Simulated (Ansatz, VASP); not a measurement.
**One calculation of WC, two programs**

INCAR

```
SYSTEM = WC
PREC = Accurate
ENCUT = 600
EDIFF = 1E-7
ISMEAR = 0
SIGMA = 0.1
LREAL = .FALSE.
LASPH = .TRUE.
NELM = 100
ALGO = Normal
ISIF = 3
LWAVE = .FALSE.
LCHARG = .FALSE.
GGA = PE
IBRION = 2
NSW = 90
EDIFFG = -0.04
```

KPOINTS

```
regular mesh
0
G
  6 6 6
  0 0 0
```

File POSCAR:

```
WC
1.0
    2.9005014200      0.0000000000      0.0000000000
   -1.4502507100      2.5119079100      0.0000000000
    0.0000000000      0.0000000000      2.8290000000
W C
1 1
Direct
    0.0000000000      0.0000000000      0.0000000000
    0.6666666700      0.3333333300      0.5000000000
```

Input for Ansatz:

```yaml
crystal:
  lattice:
    - [2.90050142, 0.0, 0.0]
    - [-1.45025071, 2.51190791, 0.0]
    - [0.0, 0.0, 2.829]
  atoms:
    - { symbol: W, position: [0.0, 0.0, 0.0] }
    - { symbol: C, position: [0.66666667, 0.33333333, 0.5] }
basis:
  ecutwfc: 420
kpoints:
  mp_grid: { grid: [6, 6, 6] }
hamiltonian:
  xc: pbe
scf:
  occupations: { method: gaussian, width: 0.1 }
  lower_state_search: "off"
output:
  forces: true
  stress: true
  eigenvalues: true
relax:
  adjacent_minimum: "off"
  f_tol: 0.04
  max_steps: 70
  cell: { stress_tol: 0.4 }
```

Alike in both runs: task relaxation of cell and atoms; functional PBE; k mesh 6 × 6 × 6; occupations gaussian, width 0.1 eV; no spin polarisation.

|  | VASP | Ansatz |
| --- | --- | --- |
| version | VASP 6.6.1 | Ansatz 0.2.0 |
| potentials or method | VASP PAW PBE potentials, release 64 (W_sv, C), cutoff 600 eV | scalar-relativistic, plane waves, PAW |
| valence electrons in the cell | 18 | 18 |

```csv
,VASP,Ansatz,Ansatz less VASP
"gap on the k mesh at the Fermi level, each at its own relaxed structure (eV)",none,none,-
relaxed volume (Å³/atom),10.56,10.54,-0.022
relaxed cell length with the largest relative difference (Å),2.845,2.842,-0.0029
```

A gap of «none» marks a metal or a gap that the smearing closes.

The k mesh is coarse, so the values compare programs but aren't converged. Neither program's run includes spin-orbit coupling.
